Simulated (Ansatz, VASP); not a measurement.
# Two plane-wave programs on Au

The input INCAR:

```
SYSTEM = Au
  PREC = Accurate
  ENCUT = 500
  EDIFF = 1E-7
  ISMEAR = -1
  SIGMA = 0.1
  LREAL = .False.
  LASPH = .True.
  NELM = 120
  ALGO = Normal
  ISIF = 3
  LWAVE = .False.
  LCHARG = .False.
  GGA = PE
  IBRION = 2
  NSW = 60
  EDIFFG = -0.005
  GGA_COMPAT = .False.
  NELMIN = 4
```

Contents of KPOINTS:

```
Automatic mesh
0
Gamma
  14 14 14
  0 0 0
```

Contents of POSCAR:

```
Au
1.0
    2.6865005189      0.0000000000      0.0000000000
    0.0000000000      2.6865005189      0.0000000000
    0.0000000000      0.0000000000      2.6865005189
Au
1
Direct
    0.0000000000      0.0000000000      0.0000000000
```

Input for Ansatz:

```yaml
crystal:
  lattice:
    - [2.6865005189, 0.0, 0.0]
    - [0.0, 2.6865005189, 0.0]
    - [0.0, 0.0, 2.6865005189]
  atoms:
    - { symbol: Au, position: [0.0, 0.0, 0.0] }
kpoints:
  mp_grid: { grid: [14, 14, 14] }
scf:
  occupations: { method: fermi_dirac, width: 0.1 }
hamiltonian:
  xc: pbe
  pseudopotentials: { kind: paw }
output:
  forces: true
  stress: true
  write_density: true
  write_potential: true
  elf: true
  volumetric_format: npy
relax:
  f_tol: 0.005
  max_steps: 40
  cell: {}
```

Alike in both runs: task relaxation of cell and atoms; functional PBE; k mesh 14 × 14 × 14; occupations fermi-dirac, width 0.1 eV; no spin polarisation.

|  | VASP | Ansatz |
| --- | --- | --- |
| version | VASP 6.6.1 | Ansatz 0.2.0 |
| potentials or method | VASP PAW PBE potentials, release 64 (Au) | PAW with Ansatz's default frozen-core files, scalar-relativistic |
| plane-wave cutoff (eV) | 500 | 420 |
| valence electrons in the cell | 11 | 19 |

|  | VASP | Ansatz | Ansatz less VASP |
| --- | --- | --- | --- |
| relaxed volume (Å³/atom) | 20.71 | 20.75 | +0.039 |
| relaxed cell length with the largest relative difference (Å) | 2.746 | 2.748 | +0.0017 |

VASP's potentials hold 11 valence electrons a cell and Ansatz's 19, so a difference there can come from the potentials and not from the codes.

Neither program's run includes spin-orbit coupling.
